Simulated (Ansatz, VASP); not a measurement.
# One calculation of ZrC, two programs

```
Zr C
1.0
     4.24257    0.00000    0.00000
     0.00000    4.20014    0.00000
     0.00000    0.00000    3.11236
Zr C
2 2
Direct
  0.50000 0.00000 0.22827
  0.00000 0.50000 0.77173
  0.00000 0.00000 0.00000
  0.50000 0.50000 0.00000
```

Change from the starting cell: strain e2 = -0.01, atoms carried along.

Alike in both runs: task single point; functional PBE; k mesh 8 × 8 × 12; occupations gaussian, width 0.05 eV; no spin polarisation.

|  | VASP | Ansatz |
| --- | --- | --- |
| version | VASP 6.6.1 | Ansatz 0.2.0 |
| potentials or method | VASP PAW PBE potentials, release 64 (Zr_sv, C), cutoff 520 eV | scalar-relativistic, plane waves, PAW |
| valence electrons in the cell | 32 | 32 |

VASP gave:

- gap on the k mesh at the Fermi level (eV): none
- pressure (GPa): 2.4
- traceless stress, the component that is largest in VASP (GPa): 1.76
- rms of the force components (eV/Å): 0.077

Which values does Ansatz return?

gap on the k mesh at the Fermi level (eV): none; pressure (GPa): 2.2; traceless stress, the component that is largest in VASP (GPa): 1.71; rms of the force components (eV/Å): 0.072.

Atom by atom the forces differ by 0.008 eV/Å (rms over components). A gap of «none» marks a metal or a gap that the smearing closes.
